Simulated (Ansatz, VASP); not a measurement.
**One calculation of Co, two programs**

```xyz
8
Lattice="4.4384 0.0000 0.0000 0.0000 4.4384 0.0000 0.0000 0.0000 4.4384" Properties=species:S:1:pos:R:3 pbc="T T T"
Co    0.0000    0.0000    0.0000
Co    2.2192    2.2192    2.2192
Co    1.1096    4.4384    2.2192
Co    3.3288    0.0000    2.2192
Co    2.2192    1.1096    0.0000
Co    2.2192    3.3288    4.4384
Co    4.4384    2.2192    1.1096
Co    4.4384    2.2192    3.3288
```

Alike in both runs: functional r2SCAN; k mesh 6 × 6 × 6; occupations fermi-dirac, width 0.05 eV; collinear spin.

Ansatz relaxed the structure, and its values are those at the end. VASP's run is a single point on that final structure, the one shown.

```csv
,VASP,Ansatz
version,VASP 6.6.1,Ansatz 0.2.0
potentials or method,"VASP PAW PBE potentials, release 64 (Co), cutoff 520 eV","plane waves (500 eV) with PAW, scalar-relativistic"
valence electrons in the cell,72,136
```

VASP gave:

- pressure (GPa): -0.1
- net moment per atom (μB): 1.85
- size of the moment on the site where the two differ most (μB): 1.92

What did Ansatz give for the same quantities?

Pressure (GPa): 0.0; net moment per atom (μB): 1.86; size of the moment on the site where the two differ most (μB): 2.00.

VASP's potentials were made for PBE, not for r2SCAN. Site moments also hang on the region over which each program counts them. VASP's potentials hold 72 valence electrons a cell and Ansatz's 136, so a difference there can come from the potentials and not from the codes.
